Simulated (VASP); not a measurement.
## GaAs: single point with BHLYP

GaAs:

```
As Ga
1.0
     0.00000    2.76914    2.76914
     2.76914    0.00000    2.76914
     2.76914    2.76914    0.00000
As Ga
1 1
Direct
  0.75000 0.75000 0.75000
  0.00000 0.00000 0.00000
```

```json
{
 "Program": "VASP 6.6.1",
 "Task": "single point",
 "Functional": "BHLYP",
 "Potentials or basis": "VASP PAW PBE potentials, release 64 (As, Ga_d)",
 "Cutoff": "520 eV",
 "k mesh": "4 × 4 × 4",
 "Occupations": "fermi-dirac, width 0.05 eV",
 "Spin": "no spin polarisation"
}
```

```
Pressure               : 7.9 GPa
Band gap on the k mesh : 4.34 eV (least direct gap 4.47 eV)
```

Levels at points of the mesh, in eV from the valence-band top:
```csv
k point,band 7,band 8,band 9,band 10,band 11,band 12
"(0.00, 0.00, 0.00)",0.00,0.00,0.00,4.47,7.05,7.05
"(0.50, 0.00, 0.00)",-8.15,-1.42,-1.42,4.41,8.03,8.03
"(0.50, 0.50, 0.00)",-8.30,-3.35,-3.35,4.34,4.71,15.03
```

Wall time 7.5 min on 1 thread of Intel(R) Xeon(R) Platinum 8375C CPU @ 2.90GHz (Ice Lake) (shared host), peak memory 0.19 GiB.

Caveat: the k points lie up to 0.49 Å⁻¹ apart; the PAW data sets were made with another functional, which shifts forces and pressure a little. A k mesh can miss the band edges.
